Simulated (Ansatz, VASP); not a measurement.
## Two plane-wave programs on GaN

INCAR

```
SYSTEM = GaN
  AGGAC = 1.0
  AGGAX = 1.0
  ALDAC = 0.0
  ALDAX = 1.0
  ALGO = Normal
  EDIFF = 1E-6
  ENCUT = 910
  GGA = B5
  GGA_COMPAT = .False.
  ISIF = 2
  ISMEAR = 0
  LASPH = .True.
  LCHARG = .False.
  LREAL = .False.
  LWAVE = .False.
  NBANDS = 16
  NELM = 120
  PREC = Accurate
  SIGMA = 0.01
```

KPOINTS

```
k-points
0
Gamma
  8 8 8
  0 0 0
```

The input POSCAR:

```
GaN
1.0
    0.0000000000      2.1352350000      2.1352350000
    2.1352350000      0.0000000000      2.1352350000
    2.1352350000      2.1352350000      0.0000000000
Ga N
1 1
Direct
    0.0000000000      0.0000000000      0.0000000000
    0.5000000000      0.5000000000      0.5000000000
```

Input for Ansatz:

```yaml
crystal:
  lattice:
    - [0.0, 2.135235, 2.135235]
    - [2.135235, 0.0, 2.135235]
    - [2.135235, 2.135235, 0.0]
  atoms:
    - { symbol: Ga, position: [0.0, 0.0, 0.0] }
    - { symbol: "N", position: [0.5, 0.5, 0.5] }
basis:
  ecutwfc: 571.4391111657479
kpoints:
  mp_grid:
    grid: [8, 8, 8]
hamiltonian:
  xc: blyp
scf:
  occupations:
    method: fixed
output:
  stress: true
  eigenvalues: true
```

Alike in both runs: task single point; functional BLYP; k mesh 8 × 8 × 8; no spin polarisation.

```csv
,VASP,Ansatz
version,VASP 6.6.1,Ansatz 0.2.0
potentials or method,"VASP PAW PBE potentials, release 64 (Ga_d, N_h), cutoff 910 eV","plane waves, PAW"
occupations,"gaussian, width 0.01 eV",fixed
valence electrons in the cell,18,18
```

```csv
,VASP,Ansatz,Ansatz less VASP
gap on the k mesh at the Fermi level (eV),0.33,0.30,-0.020
```

VASP's potentials were made for PBE, not for BLYP.

Noted on VASP's run: the cutoff is short for stress, so the pressure is rough.
